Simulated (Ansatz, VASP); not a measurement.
## HfO2: VASP beside Ansatz

```
Hf O
1.0
    -0.02361    2.65942    2.62868
     2.34538    0.25969    2.34538
     2.62868    2.65942   -0.02361
Hf O
1 2
Direct
  0.01407 0.00000 0.98593
  0.23174 0.26476 0.24581
  0.75419 0.73524 0.76826
```

Alike in both runs: task single point; functional PBEsol; k mesh 8 × 8 × 8; occupations gaussian, width 0.02 eV; no spin polarisation.

```csv
,VASP,Ansatz
version,VASP 6.6.1,Ansatz 0.2.0
potentials or method,"VASP PAW PBE potentials, release 64 (Hf_pv, O), cutoff 520 eV","scalar-relativistic, plane waves, PAW"
valence electrons in the cell,22,38
```

Ansatz gave:

| Quantity | Value |
| --- | --- |
| gap on the k mesh at the Fermi level (eV) | 4.05 |
| least direct gap on the mesh (eV) | 4.07 |
| pressure (GPa) | 26.1 |
| traceless stress, the component that is largest in VASP (GPa) | 30.28 |
| rms of the force components (eV/Å) | 2.232 |

**Question.** Which values does VASP return?

**Answer.** gap on the k mesh at the Fermi level (eV): 4.11; least direct gap on the mesh (eV): 4.12; pressure (GPa): 22.7; traceless stress, the component that is largest in VASP (GPa): 29.88; rms of the force components (eV/Å): 2.202.

VASP's potentials were made for PBE, not for PBEsol. Atom by atom the forces differ by 0.030 eV/Å (rms over components). VASP's potentials hold 22 valence electrons a cell and Ansatz's 38, so a difference there can come from the potentials and not from the codes.

Neither program's run includes spin-orbit coupling.
